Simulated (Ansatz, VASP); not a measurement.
# SnC2: VASP beside Ansatz

The input INCAR:

```
PREC = Accurate
ENCUT = 520
EDIFF = 1E-6
ISMEAR = 0
SIGMA = 0.1
LREAL = False
LASPH = True
NELM = 100
ALGO = Normal
ISIF = 2
LWAVE = False
LCHARG = True
GGA = PE
LELF = True
LVHAR = True
NBANDS = 31
```

Contents of KPOINTS:

```
Automatic mesh
0
Gamma
  6 6 6
```

POSCAR

```
SnC2
1.0
   -1.9857934500      1.9857934500      4.7888166200
    1.9857934500     -1.9857934500      4.7888166200
    1.9857934500      1.9857934500     -4.7888166200
Sn C
2 4
Direct
    0.0000000000      0.0000000000      0.0000000000
    0.7500000000      0.2500000000      0.5000000000
    0.7872112300      0.7872112300      0.0000000000
    0.5372112300      0.0372112300      0.5000000000
    0.9627887700      0.4627887700      0.5000000000
    0.2127887700      0.2127887700      0.0000000000
```

Input for Ansatz:

```yaml
crystal:
  lattice:
    - [-1.98579345, 1.98579345, 4.78881662]
    - [1.98579345, -1.98579345, 4.78881662]
    - [1.98579345, 1.98579345, -4.78881662]
  atoms:
    - { symbol: Sn, position: [0.0, 0.0, 0.0] }
    - { symbol: Sn, position: [0.75, 0.25, 0.5] }
    - { symbol: C, position: [0.78721123, 0.78721123, 0.0] }
    - { symbol: C, position: [0.53721123, 0.03721123, 0.5] }
    - { symbol: C, position: [0.96278877, 0.46278877, 0.5] }
    - { symbol: C, position: [0.21278877, 0.21278877, 0.0] }
basis:
  ecutwfc: 420
kpoints:
  mp_grid: { grid: [6, 6, 6] }
hamiltonian:
  xc: pbe
scf:
  occupations: { method: gaussian, width: 0.1 }
  lower_state_search: "off"
output:
  forces: true
  stress: true
  eigenvalues: true
```

Alike in both runs: task single point; functional PBE; k mesh 6 × 6 × 6; occupations gaussian, width 0.1 eV; no spin polarisation.

|  | VASP | Ansatz |
| --- | --- | --- |
| version | VASP 6.6.1 | Ansatz 0.2.0 |
| potentials or method | VASP PAW PBE potentials, release 64 (Sn_d, C), cutoff 520 eV | scalar-relativistic, plane waves, PAW |
| valence electrons in the cell | 44 | 44 |

Ansatz gave:

```
gap on the k mesh at the Fermi level (eV) : none
rms of the force components (eV/Å)        : 0.768
```

Q: Estimate VASP's values.

A: gap on the k mesh at the Fermi level (eV): none; rms of the force components (eV/Å): 0.762.

Atom by atom the forces differ by 0.005 eV/Å (rms over components). A gap of «none» marks a metal or a gap that the smearing closes.

The k mesh is coarse, so the values compare programs but aren't converged.
